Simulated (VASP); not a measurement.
# Cd (P6_3/mmc) in VASP: further runs

The runs below take Cd through single point, with r2SCAN0, PBE.

All numbers are computed with VASP 6.6.1; they aren't measurements. Logs are shortened: lines on timing, memory, paths and dates and some standing lists are left out, and cuts for length are marked.

**1. The cell of the first run**

It takes space group P6_3/mmc (No. 194, hexagonal). The conventional cell has a = 2.979 Å, b = 2.979 Å, c = 5.618 Å, α = 90.00°, β = 90.00°, γ = 120.00°. Cd (site symmetry -6m2) has 12 Cd at 2.98 to 3.29 Å within 3.9 Å.

**2. Single point, r2SCAN0**

The input, POSCAR:

```
Cd
1.0
    2.9788700000      0.0000000000      0.0000000000
   -1.4894350000      2.5797770946      0.0000000000
    0.0000000000      0.0000000000      5.6176500000
Cd
2
Direct
    0.6666666667      0.3333333333      0.7500000000
    0.3333333333      0.6666666667      0.2500000000
```

The input, INCAR.step1:

```
  ALGO = Normal
  EDIFF = 1E-5
  ENCUT = 520
  GGA = PE
  ISIF = 2
  ISMEAR = -1
  LASPH = True
  LCHARG = False
  LREAL = False
  LWAVE = True
  NBANDS = 19
  NELM = 100
  PREC = Accurate
  SIGMA = 0.05
```

The input, INCAR.step2:

```
  AEXX = 0.25
  ALGO = Normal
  EDIFF = 1E-6
  ENCUT = 520
  ISIF = 2
  ISMEAR = -1
  ISTART = 1
  LASPH = True
  LCHARG = False
  LHFCALC = True
  LMIXTAU = True
  LREAL = False
  LWAVE = False
  METAGGA = R2SCAN
  NBANDS = 19
  NELM = 100
  PREC = Accurate
  PRECFOCK = Normal
  SIGMA = 0.05
```

The input, KPOINTS:

```
k-points
0
Gamma
  6 6 3
```

Potentials or basis: VASP PAW PBE potentials, release 64 (Cd).

Launch:

```
$ cat potpaw_PBE.64/Cd/POTCAR > POTCAR
$ cp INCAR.step1 INCAR
$ mpirun -np 1 vasp_std > vasp.out
$ cp INCAR.step2 INCAR
$ mpirun -np 1 vasp_std > vasp.out
```

OUTCAR:

```text
AEXX = 0.25
   EDIFF = 1E-6
   ENCUT = 520
   ISIF = 2
   ISMEAR = -1
   ISTART = 1
   LASPH = True
   LHFCALC = True
   LREAL = False
   METAGGA = R2SCAN
   NELM = 100
   PREC = Accurate
   PRECFOCK = Normal

 ion  position               nearest neighbor table
   1  0.667  0.333  0.750-   2 3.29   2 3.29   2 3.29   2 3.29   2 3.29   2 3.29
   2  0.333  0.667  0.250-   1 3.29   1 3.29   1 3.29   1 3.29   1 3.29   1 3.29

  LATTYP: Found a hexagonal cell.
 ALAT       =     2.9788700000
 C/A-ratio  =     1.8858325472

  Lattice vectors:

 A1 = (   2.9788700000,   0.0000000000,   0.0000000000)
 A2 = (  -1.4894350000,   2.5797770946,   0.0000000000)
 A3 = (   0.0000000000,   0.0000000000,   5.6176500000)

Analysis of symmetry for initial positions (statically):
=====================================================================
 Subroutine PRICEL returns:
 Original cell was already a primitive cell.

 Routine SETGRP: Setting up the symmetry group for a
 hexagonal supercell.

 Subroutine GETGRP returns: Found 24 space group operations
 (whereof 12 operations were pure point group operations)
 out of a pool of 24 trial point group operations.

The static configuration has the point symmetry D_3d.
 The point group associated with its full space group is D_6h.

Analysis of symmetry for dynamics (positions and initial velocities):
=====================================================================
 Subroutine PRICEL returns:
 Original cell was already a primitive cell.

 Routine SETGRP: Setting up the symmetry group for a
 hexagonal supercell.

 Subroutine GETGRP returns: Found 24 space group operations
 (whereof 12 operations were pure point group operations)
 out of a pool of 24 trial point group operations.

The dynamic configuration has the point symmetry D_3d.
 The point group associated with its full space group is D_6h.

 Subroutine INISYM returns: Found 24 space group operations
 (whereof 12 operations are pure point group operations),
 and found     1 'primitive' translations

----------------------------------------------------------------------------------------

                                     Primitive cell

  volume of cell :      43.1706

  direct lattice vectors                    reciprocal lattice vectors
     2.978870000  0.000000000  0.000000000     0.335697765  0.193815195  0.000000000
[... 79 lines left out ...]
   IBRION =     -1    ionic relax: 0-MD 1-quasi-New 2-CG
   NFREE  =      0    steps in history (QN), initial steepest desc. (CG)
   ISIF   =      2    stress and relaxation
   ISYM   =      3    0-nonsym 1-usesym 2-fastsym
   POTIM  = 0.5000    time-step for ionic-motion
   TEBEG  =    0.0;   TEEND  =   0.0 temperature during run
   PSTRESS=    0.0 pullay stress
   NELECT =      24.0000    total number of electrons
   NUPDOWN=      -1.0000    fix difference up-down
   EMIN   =  10.00;   EMAX   =-10.00  energy-range for DOS
   EFERMI =   0.00;   METHOD = LEGACY
   ISMEAR =    -1;   SIGMA  =   0.05  broadening in eV -4-tet -1-fermi 0-gaus
   EFERMI_NEDOS =   21; number of points for ismear=-14 and -15
   IALGO  =     38    algorithm
   IMIX   =      1    mixing-type and parameters
     AMIX     =   0.40;   BMIX     =  1.00
     AMIX_MAG =   1.60;   BMIX_MAG =  1.00
  volume/ion in A,a.u.               =      21.59       145.66
  Fermi-wavevector in a.u.,A,eV,Ry     =   1.346116  2.543790 24.654136  1.812028
  Thomas-Fermi vector in A             =   2.473974
   LORBIT       =      0    0 simple, 1 ext, 2 COOP (PROOUT), +10 PAW based schemes
   METAGGA = R2SCAN    functional components
   LHFCALC =     T    Hartree Fock is set to
   PRECFOCK=normal    Normal, Fast or Accurate (Low or Medium for compatibility)
   ENCUT4O =  -1.0   cutoff for four orbital integrals eV
   NKREDX  =     1    reduce k-point grid by
   NKREDY  =     1    reduce k-point grid by
   NKREDZ  =     1    reduce k-point grid by
   AEXX    =    0.2500 exact exchange contribution
   HFSCREEN=    0.0000 screening length (either q_TF or 0.3 A-1)
   HFSCREENC=   0.0000 screening length for correlation (either q_TF or 0.3 A-1)
   ENCUTFOCK=  -1.0 apply spherical cutoff to Coloumb kernel
   IVDW    =     0    specifies the selected vdW correction
   LEPSILON=     F    determine dielectric tensor
   LRPA    =     F    only Hartree local field effects (RPA)
 non-spin polarized calculation
  energy-cutoff  :      520.00
  volume of cell :       43.17
 maximum number of plane-waves:      1191
 NGX is ok and might be reduce to    24
  NGX = 18; NGY = 18; NGZ = 32

 number of electron      23.9999993 magnetization

 Free energy of the ion-electron system (eV)
  ---------------------------------------------------
  ext. energy  EPLUGINS =         0.00000000
  ---------------------------------------------------
  free energy    TOTEN  =       -31.06536980 eV

  energy without entropy =      -31.06274207  energy(sigma->0) =      -31.06405593

 E-fermi :   3.2418     XC(G=0):  -9.2214

 val. band max:        3.1589795748   @ k =   0.3333   0.0000   0.0000
 cond. band min:       3.8047674097   @ k =   0.3333   0.1667   0.0000
 fundamental gap:      0.6457878348
 Fermi energy:         3.2417629806

 k-point     1 :       0.0000    0.0000    0.0000
  band No.  band energies     occupation
      1      -9.4549      2.00000
      2      -9.1828      2.00000
      3      -8.8338      2.00000
      4      -8.8338      2.00000
      5      -8.7807      2.00000
      6      -8.7807      2.00000
[... 285 lines left out ...]
      6      -8.6155      2.00000
[... 11 lines left out ...]
     18      13.2083      0.00000
     19      14.2992      0.00000

------------------------ aborting loop because EDIFF is reached ----------------------------------------

  FORCE on cell =-STRESS in cart. coord.  units (eV):
  Direction    XX          YY          ZZ          XY          YZ          ZX
  --------------------------------------------------------------------------------------
  -------------------------------------------------------------------------------------
  Total       -0.1156240     -0.1156240      0.4939536      0.0000000     -0.0000000      0.0000000
  in kB       -4.2911167     -4.2911167     18.3319358      0.0000000     -0.0000000      0.0000000
  external PRESSURE =       3.2499008 kB  Pullay stress =       0.0000000 kB

 VOLUME and BASIS-vectors are now :
 -----------------------------------------------------------------------------
  energy-cutoff  :      520.00
  volume of cell :       43.17
      direct lattice vectors                 reciprocal lattice vectors
     2.978870000  0.000000000  0.000000000     0.335697765  0.193815195  0.000000000
    -1.489435000  2.579777095  0.000000000     0.000000000  0.387630389  0.000000000
     0.000000000  0.000000000  5.617650000     0.000000000  0.000000000  0.178010378

 POSITION                                       TOTAL-FORCE (eV/Angst)
 -----------------------------------------------------------------------------------
      1.48944      0.85993      4.21324        -0.000000     -0.000000     -0.000000
     -0.00000      1.71985      1.40441         0.000000      0.000000      0.000000
 -----------------------------------------------------------------------------------
    total drift:                               -0.000000      0.000000     -0.000000

  FREE ENERGIE OF THE ION-ELECTRON SYSTEM (eV)
  ---------------------------------------------------
  free  energy   TOTEN  =       -31.0653697976 eV

  energy  without entropy=      -31.0627420713  energy(sigma->0) =      -31.06405593
```

OUTCAR.step1:

```text
EDIFF = 1E-5
   ENCUT = 520
   GGA = PE
   ISIF = 2
   ISMEAR = -1
[... 519 lines left out ...]
 -----------------------------------------------------------------------------------
      1.48944      0.85993      4.21324         0.000000      0.000000     -0.000000
     -0.00000      1.71985      1.40441        -0.000000     -0.000000      0.000000
 -----------------------------------------------------------------------------------
    total drift:                               -0.000000      0.000000      0.000000

  FREE ENERGIE OF THE ION-ELECTRON SYSTEM (eV)
  ---------------------------------------------------
  free  energy   TOTEN  =        -1.4629940270 eV

  energy  without entropy=       -1.4498249098  energy(sigma->0) =       -1.45640947
```

Wall time 63 min (1 thread of AMD EPYC, shared host); peak memory 0.15 GiB.

What came out:

```
Free energy            : -31.0654 eV
Pressure               : 0.3 GPa
Band gap on the k mesh : zero (bands 12 and 13 overlap by 4.90 eV)
```

Stress tensor (GPa, compression positive):
```
-0.43  0.00  0.00
 0.00 -0.43  0.00
 0.00  0.00  1.83
```

Levels at points of the mesh, in eV from the Fermi level:
| k point | band 9 | band 10 | band 11 | band 12 | band 13 | band 14 | band 15 | band 16 |
| --- | --- | --- | --- | --- | --- | --- | --- | --- |
| (0.00, 0.00, 0.00) | -11.25 | -11.25 | -11.12 | -4.26 | -4.26 | 11.80 | 15.71 | 16.24 |
| (0.50, 0.00, 0.00) | -10.96 | -10.93 | -3.44 | -2.78 | 2.42 | 3.49 | 3.92 | 5.80 |

Caveat: the k points lie up to 0.41 Å⁻¹ apart, too coarse for converged energies and pressures of a metal; the PAW data sets were made with another functional, which shifts forces and pressure a little.

**3. Single point, PBE (26.98 Å³/atom)**

This run uses another cell than the first one, of 26.98 Å³/atom.

The input, INCAR:

```
ALGO = Normal
EDIFF = 1E-6
ENCUT = 500
GGA = PE
GGA_COMPAT = False
ISIF = 2
ISMEAR = -1
LASPH = True
LCHARG = False
LREAL = False
LWAVE = False
NBANDS = 19
NELM = 120
PREC = Accurate
SIGMA = 0.05
```

The input, KPOINTS:

```
k-points
0
Gamma
  10 10 5
```

The input, POSCAR:

```
Cd
1.0
    3.2088904300      0.0000000000      0.0000000000
   -1.6044452150      2.7789806303      0.0000000000
    0.0000000000      0.0000000000      6.0514300200
Cd
2
Direct
    0.6666666667      0.3333333333      0.7500000000
    0.3333333333      0.6666666667      0.2500000000
```

Potentials or basis: VASP PAW PBE potentials, release 64 (Cd).

Launch:

```
$ cat potpaw_PBE.64/Cd/POTCAR > POTCAR
$ mpirun -np 1 vasp_std > vasp.out
```

OUTCAR:

```text
EDIFF = 1E-6
   ENCUT = 500
   GGA = PE
   ISIF = 2
   ISMEAR = -1
   LASPH = True
   LREAL = False
   NELM = 120
   PREC = Accurate

 ion  position               nearest neighbor table
   1  0.667  0.333  0.750-   2 3.55   2 3.55   2 3.55   2 3.55   2 3.55   2 3.55
   2  0.333  0.667  0.250-   1 3.55   1 3.55   1 3.55   1 3.55   1 3.55   1 3.55

  LATTYP: Found a hexagonal cell.
 ALAT       =     3.2088904300
 C/A-ratio  =     1.8858325493

  Lattice vectors:

 A1 = (   3.2088904300,   0.0000000000,   0.0000000000)
 A2 = (  -1.6044452150,   2.7789806303,   0.0000000000)
 A3 = (   0.0000000000,   0.0000000000,   6.0514300200)

Analysis of symmetry for initial positions (statically):
=====================================================================
 Subroutine PRICEL returns:
 Original cell was already a primitive cell.

 Routine SETGRP: Setting up the symmetry group for a
 hexagonal supercell.

 Subroutine GETGRP returns: Found 24 space group operations
[... 162 lines left out ...]
  ---------------------------------------------------
  free energy    TOTEN  =        -1.36812506 eV

  energy without entropy =       -1.36283550  energy(sigma->0) =       -1.36548028

 E-fermi :   1.4099     XC(G=0):  -9.8978

 val. band max:        1.3386189564   @ k =   0.5000   0.0000   0.4000
 cond. band min:       1.4471470664   @ k =   0.4000   0.0000   0.0000
 fundamental gap:      0.1085281099
 Fermi energy:         1.4099493014

 k-point     1 :       0.0000    0.0000    0.0000
  band No.  band energies     occupation
      1      -7.5649      2.00000
      2      -7.4402      2.00000
      3      -7.2363      2.00000
      4      -7.2363      2.00000
      5      -7.2069      2.00000
      6      -7.2069      2.00000
[... 505 lines left out ...]
      6      -6.9383      2.00000
[... 11 lines left out ...]
     18      10.1174      0.00000
     19      13.1809      0.00000

 [... further k-points ...]

------------------------ aborting loop because EDIFF is reached ----------------------------------------

  FORCE on cell =-STRESS in cart. coord.  units (eV):
  Direction    XX          YY          ZZ          XY          YZ          ZX
  --------------------------------------------------------------------------------------
  -------------------------------------------------------------------------------------
  Total       -1.5050926     -1.5050926     -1.3673964      0.0000000      0.0000000      0.0000000
  in kB      -44.6864012    -44.6864012    -40.5981828      0.0000000      0.0000000      0.0000000
  external PRESSURE =     -43.3236617 kB  Pullay stress =       0.0000000 kB

 VOLUME and BASIS-vectors are now :
 -----------------------------------------------------------------------------
  energy-cutoff  :      500.00
  volume of cell :       53.96
      direct lattice vectors                 reciprocal lattice vectors
     3.208890430  0.000000000  0.000000000     0.311634199  0.179922089  0.000000000
    -1.604445215  2.778980630  0.000000000     0.000000000  0.359844178  0.000000000
     0.000000000  0.000000000  6.051430020     0.000000000  0.000000000  0.165250197

 POSITION                                       TOTAL-FORCE (eV/Angst)
 -----------------------------------------------------------------------------------
      1.60445      0.92633      4.53857         0.000000     -0.000000      0.000000
     -0.00000      1.85265      1.51286        -0.000000      0.000000      0.000000
 -----------------------------------------------------------------------------------
    total drift:                               -0.000000      0.000000      0.000000

  FREE ENERGIE OF THE ION-ELECTRON SYSTEM (eV)
  ---------------------------------------------------
  free  energy   TOTEN  =        -1.3681250646 eV

  energy  without entropy=       -1.3628354968  energy(sigma->0) =       -1.36548028
```

stdout:

```text
POSCAR found type information on POSCAR Cd
 POSCAR found :  1 types and       2 ions
 scaLAPACK will be used
 LDA part: xc-table for (Slater+PW92), standard interpolation
 POSCAR, INCAR and KPOINTS ok, starting setup
 FFT: planning ... GRIDC
 FFT: planning ... GRID_SOFT
 FFT: planning ... GRID
 WAVECAR not read
 entering main loop
```

Run time: 9.3 s. Hardware: 1 thread of Intel Xeon 6975P-C (Granite Rapids), shared host; peak memory 0.18 GiB.

Results:

| Property | Result |
| --- | --- |
| Free energy | -1.3681 eV |
| Pressure | -4.3 GPa |
| Band gap on the k mesh | zero (bands 12 and 13 overlap by 2.80 eV) |

Caveat: the cell stands under tension.

**4. Single point, PBE**

The input, INCAR:

```
PREC = Accurate
ENCUT = 520
EDIFF = 1E-6
ISMEAR = -1
SIGMA = 0.03
LREAL = F
LASPH = T
NELM = 80
ALGO = Fast
ISIF = 2
LWAVE = F
LCHARG = T
GGA = PE
LELF = T
LVHAR = T
NBANDS = 19
```

The input, KPOINTS:

```
Automatic mesh
0
Gamma
  7 7 4
```

The input, POSCAR:

```
Cd
1.0
    2.9788700000      0.0000000000      0.0000000000
   -1.4894350000      2.5797770946      0.0000000000
    0.0000000000      0.0000000000      5.6176500000
Cd
2
Direct
    0.6666666667      0.3333333333      0.7500000000
    0.3333333333      0.6666666667      0.2500000000
```

Launch:

```
$ cat potpaw_PBE.64/Cd/POTCAR > POTCAR
$ mpirun -np 1 vasp_std > vasp.out
```

It took 27 s on 1 thread of AMD EPYC 7R43 (Zen 3), shared host; peak memory 0.12 GiB.

Results (log left out):

| Item | Value |
| --- | --- |
| Free energy | -1.5218 eV |
| Pressure | 3.0 GPa |
| Band gap on the k mesh | zero (bands 12 and 13 overlap by 4.32 eV) |

Stress tensor (GPa, compression positive):
```
3.66 0.00 0.00
0.00 3.66 0.00
0.00 0.00 1.63
```

Levels at points of the mesh, in eV from the Fermi level:
```
           k point  band 10  band 11  band 12  band 13  band 14  band 15
(0.00, 0.00, 0.00)    -8.36    -8.36    -2.91    -2.90    10.70    14.59
(0.00, 0.00, 0.50)    -8.47    -7.25    -7.25     3.85     3.85    14.92
```

**5. Overview**

```tsv
level	cell	k mesh	cutoff (eV)	smearing	grid for exact exchange (PRECFOCK)	share of exact exchange	gap on the mesh (eV)	pressure (GPa)
r2SCAN0	a = 2.979, b = 2.979, c = 5.618 Å, angles 90.0, 90.0, 120.0°, 2 atoms	6 × 6 × 3	520	fermi-dirac 0.05 eV	Normal	0.25	none	0.3
PBE	a = 3.209, b = 3.209, c = 6.051 Å, angles 90.0, 90.0, 120.0°, 2 atoms	10 × 10 × 5	500	fermi-dirac 0.05 eV	-	-	none	-4.3
PBE	a = 2.979, b = 2.979, c = 5.618 Å, angles 90.0, 90.0, 120.0°, 2 atoms	7 × 7 × 4	520	fermi-dirac 0.03 eV	-	-	none	3.0
```

Alike in all rows: task single point; potentials or basis VASP PAW PBE potentials, release 64 (Cd); no spin polarisation.

Caveats: some runs use coarse meshes; the PAW data sets were made with another functional, which shifts forces and pressure a little (at least some runs); the cell stands under tension (at least some runs).

Absolute energies hang on the potentials; compare differences alone.
